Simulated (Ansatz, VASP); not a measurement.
## Pb in VASP and in Ansatz

```
Pb
1.0
     0.00000    2.47502    2.47502
     2.47502    0.00000    2.47502
     2.47502    2.47502    0.00000
Pb
1
Cartesian
  0.0000 0.0000 0.0000
```

Alike in both runs: functional PBE; k mesh 5 × 5 × 5; occupations fermi-dirac, width 0.05 eV; no spin polarisation.

|  | VASP | Ansatz |
| --- | --- | --- |
| version | VASP 6.6.1 | Ansatz 0.2.0 |
| potentials or method | VASP PAW PBE potentials, release 64 (Pb_d) | Ansatz PAW |
| plane-wave cutoff (eV) | 520 | 420 |
| valence electrons in the cell | 14 | 14 |
| task | single point | band structure |

```tsv
	VASP	Ansatz	Ansatz less VASP
gap on the k mesh at the Fermi level (eV)	none	none	-
pressure (GPa)	1.8	1.9	+0.07
```

A gap of «none» marks a metal or a gap that the smearing closes.

The k mesh is coarse, so the values compare programs but aren't converged. Spin-orbit coupling is off throughout.
